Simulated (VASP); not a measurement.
Write the native input for VASP 6.6.1 that does the following.

| Item | Value |
| --- | --- |
| Task | single point |
| Functional | PBE |
| Potentials or basis | VASP PAW PBE potentials, release 64 (P, C) |
| Cutoff | 520 eV |
| k mesh | 6 × 6 × 6 |
| Occupations | gaussian, width 0.1 eV |
| Spin | collinear spin |
| Starting moments | [0.0, 0.0, 0.0, 0.0, 1.0] μB |
| Dipole correction | no |
| Further INCAR settings | ALGO = Normal; EDIFF = 1e-06; NBANDS = 24 |

The structure of P4C lies in POSCAR:

```
P4C
1.0
   -2.4333493073      2.5212008965      3.3234824672
    2.4333493073     -2.5212008965      3.3234824672
    2.4333493073      2.5212008965     -3.3234824672
P C
4 1
Direct
    0.2527375054      0.2527375054      0.0000000000
    0.7472624946      0.7472624946      0.0000000000
    0.3341088697      0.8341088697      0.5000000000
    0.6658911303      0.1658911303      0.5000000000
    0.0000000000      0.0000000000      0.0000000000
```

The cell was built from a structure type or drawn by symmetry, and may not be a known phase.

These files were run (other wordings do the same):

INCAR

```
SYSTEM = P4C
  PREC = Accurate
  ENCUT = 520
  EDIFF = 1E-6
  ISMEAR = 0
  SIGMA = 0.1
  LREAL = .FALSE.
  LASPH = .TRUE.
  NELM = 150
  ALGO = Normal
  ISIF = 2
  LWAVE = .FALSE.
  LCHARG = .FALSE.
  ISPIN = 2
  MAGMOM = 0 0 0 0 1
  LORBIT = 11
  GGA = PE
  NBANDS = 24
```

KPOINTS

```
regular mesh
0
G
  6 6 6
  0 0 0
```

Potentials or basis: VASP PAW PBE potentials, release 64 (P, C).

Command:

```sh
$ cat potpaw_PBE.64/P/POTCAR potpaw_PBE.64/C/POTCAR > POTCAR
$ mpirun -np 1 vasp_std > vasp.out
```

Results of the run:

```
Pressure                                              : 0.2 GPa
Largest force                                         : 0.646 eV/Å
Band gap on the k mesh                                : zero (filled and empty bands overlap)
Net moment                                            : 0.00 μB per cell
Valence electrons inside the program's atomic spheres : P 2.42, 2.41 (each value once); C 2.46
```

Wall time 110 s on 1 thread of AMD EPYC 9R45 96-Core Processor (Zen 5), with other jobs on the host, peak memory 0.28 GiB.
